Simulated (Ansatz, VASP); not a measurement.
**One calculation of TlAs2, two programs**

```
Tl As
1.0
     0.00000    3.25854    3.25854
     3.25854    0.00000    3.25854
     3.25854    3.25854    0.00000
Tl As
1 2
Cartesian
  0.0000 0.0000 0.0000
  1.6293 1.6293 1.6293
  4.8878 4.8878 4.8878
```

Alike in both runs: task single point; functional PBE; k mesh 6 × 6 × 6; occupations gaussian, width 0.1 eV; no spin polarisation.

|  | VASP | Ansatz |
| --- | --- | --- |
| version | VASP 6.6.1 | Ansatz 0.2.0 |
| potentials or method | VASP PAW PBE potentials, release 64 (Tl_d, As), cutoff 520 eV | scalar-relativistic, plane waves, PAW |
| valence electrons in the cell | 23 | 43 |

|  | VASP | Ansatz | Ansatz less VASP |
| --- | --- | --- | --- |
| gap on the k mesh at the Fermi level (eV) | none | none | - |
| pressure (GPa) | 11.0 | 10.9 | -0.05 |

A gap of «none» marks a metal or a gap that the smearing closes. The functional is the same, so the differences come from potentials, cutoffs and numerics. VASP's potentials hold 23 valence electrons a cell and Ansatz's 43, so a difference there can come from the potentials and not from the codes.

Spin-orbit coupling is off throughout.
